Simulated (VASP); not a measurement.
Wanted: the native input for a VASP 6.6.1 run.

* Task: relaxation of cell and atoms
* Functional: PBE0
* Potentials or basis: VASP PAW PBE potentials, release 64 (I, K_sv)
* Cutoff: 390 eV
* k mesh: 4 × 4 × 4
* Occupations: gaussian, width 0.03 eV
* Spin: no spin polarisation
* Tolerance level: standard
* Purpose: cell
* Passes: 2
* Further INCAR settings: ALGO = Normal; EDIFF = 1e-07
* Share of exact exchange: 0.25
* Grid for exact exchange (PRECFOCK): Normal

Crystal: KI.

```
CELL_PARAMETERS angstrom
0.00000 3.60206 3.60206
3.60206 0.00000 3.60206
3.60206 3.60206 0.00000
ATOMIC_POSITIONS crystal
I 0.50000 0.50000 0.50000
K 0.00000 0.00000 0.00000
```

These files were run (other wordings do the same):

POSCAR

```
KI
1.0
    0.0000000000      3.6020626887      3.6020626887
    3.6020626887      0.0000000000      3.6020626887
    3.6020626887      3.6020626887      0.0000000000
I K
1 1
Direct
    0.5000000000      0.5000000000      0.5000000000
    0.0000000000      0.0000000000      0.0000000000
```

INCAR.step1

```
ALGO     = Normal         # electronic algorithm
EDIFF    = 1E-5           # SCF threshold, eV
EFERMI   = MIDGAP       
ENCUT    = 390            # plane-wave cutoff, eV
GGA      = PE             # functional
GGA_COMPAT= False        
ISIF     = 2              # what is computed and relaxed
ISMEAR   = 0              # smearing method
KPAR     = 2            
LASPH    = True           # aspherical terms in the spheres
LCHARG   = False          # write CHGCAR
LREAL    = False          # projectors in reciprocal space
LWAVE    = True           # write WAVECAR
NELM     = 120            # most SCF steps
PREC     = Accurate       # precision mode
SIGMA    = 0.03           # smearing width, eV
```

INCAR.step2

```
AEXX     = 0.25           # exact-exchange fraction
ALGO     = Normal         # electronic algorithm
EDIFF    = 1E-7           # SCF threshold, eV
EDIFFG   = -0.005         # ionic threshold
EFERMI   = MIDGAP       
ENCUT    = 390            # plane-wave cutoff, eV
GGA      = PE             # functional
GGA_COMPAT= False        
IBRION   = 2              # ionic algorithm
ISIF     = 3              # what is computed and relaxed
ISMEAR   = 0              # smearing method
KPAR     = 2            
LASPH    = True           # aspherical terms in the spheres
LCHARG   = False          # write CHGCAR
LHFCALC  = True           # exact exchange
LREAL    = False          # projectors in reciprocal space
LWAVE    = True           # write WAVECAR
NELM     = 120            # most SCF steps
NELMIN   = 4            
NSW      = 80             # ionic steps
PREC     = Accurate       # precision mode
PRECFOCK = Normal       
SIGMA    = 0.03           # smearing width, eV
```

INCAR.step4

```
AEXX     = 0.25           # exact-exchange fraction
ALGO     = Normal         # electronic algorithm
EDIFF    = 1E-7           # SCF threshold, eV
EFERMI   = MIDGAP       
ENCUT    = 390            # plane-wave cutoff, eV
GGA      = PE             # functional
GGA_COMPAT= False        
ISIF     = 2              # what is computed and relaxed
ISMEAR   = 0              # smearing method
KPAR     = 2            
LASPH    = True           # aspherical terms in the spheres
LCHARG   = False          # write CHGCAR
LHFCALC  = True           # exact exchange
LREAL    = False          # projectors in reciprocal space
LWAVE    = False          # write WAVECAR
NELM     = 120            # most SCF steps
PREC     = Accurate       # precision mode
PRECFOCK = Normal       
SIGMA    = 0.03           # smearing width, eV
```

KPOINTS

```
Automatic mesh
0
Gamma
  4 4 4
  0 0 0
```

Potentials or basis: VASP PAW PBE potentials, release 64 (I, K_sv).

Command:

```sh
$ cat potpaw_PBE.64/I/POTCAR potpaw_PBE.64/K_sv/POTCAR > POTCAR
$ cp INCAR.step1 INCAR
$ cp POSCAR.step1 POSCAR
$ mpirun -np 2 vasp_std > vasp.out
$ cp INCAR.step2 INCAR
$ mpirun -np 2 vasp_std > vasp.out
$ cp CONTCAR POSCAR
$ mpirun -np 2 vasp_std > vasp.out
$ cp CONTCAR POSCAR
$ cp INCAR.step4 INCAR
$ mpirun -np 2 vasp_std > vasp.out
```

Results of the run:

```json
{
  "Relaxed volume": "45.44 Å³/atom",
  "Relaxed cell": "a = 5.047 Å, b = 5.047 Å, c = 5.047 Å, α = 60.00°, β = 60.00°, γ = 60.00°",
  "Space group after relaxing (to 0.1 Å)": "Fm-3m (No. 225)",
  "Energy gained by relaxing": "1.1 meV/atom",
  "Ionic steps": "5",
  "Pressure after relaxing": "0.0 GPa",
  "Band gap on the k mesh": "5.59 eV"
}
```

Caveat: the PAW data sets were made with another functional, which shifts forces and pressure a little; spin-orbit coupling is left out, which moves the levels of the heavy elements.

Run time: 13 min on 2 MPI ranks on Intel(R) Xeon(R) 6975P-C (Granite Rapids), with other jobs on the host, peak memory 0.21 GiB a rank.
